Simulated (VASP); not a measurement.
Here is a VASP 6.6.1 calculation.

INCAR

```
  ALGO = Normal
  EDIFF = 1E-6
  ENCUT = 500
  GGA = PE
  GGA_COMPAT = F
  ISIF = 2
  ISMEAR = 1
  LASPH = T
  LCHARG = T
  LMAXMIX = 4
  LORBIT = 11
  LORBMOM = T
  LREAL = F
  LSORBIT = T
  LVHAR = T
  LWAVE = F
  MAGMOM = 0 0 0
  NBANDS = 21
  NELM = 200
  PREC = Accurate
  SIGMA = 0.21
```

Contents of KPOINTS:

```
k-points
0
Gamma
  8 8 8
```

POSCAR

```
Pt
1.0
    0.0000000000      1.9785200000      1.9785200000
    1.9785200000      0.0000000000      1.9785200000
    1.9785200000      1.9785200000      0.0000000000
Pt
1
Direct
    0.0000000000      0.0000000000      0.0000000000
```

Potentials or basis: VASP PAW PBE potentials, release 64 (Pt).

Launch:

```bash
$ cat potpaw_PBE.64/Pt/POTCAR > POTCAR
$ mpirun -np 1 vasp_ncl > vasp.out
```

Predict the pressure.

3.0 GPa.

Predict the net moment.

0.00 μB per cell.

Moments on the atoms (μB; x, y, z):
```
Pt  0.00 0.00 0.00
```
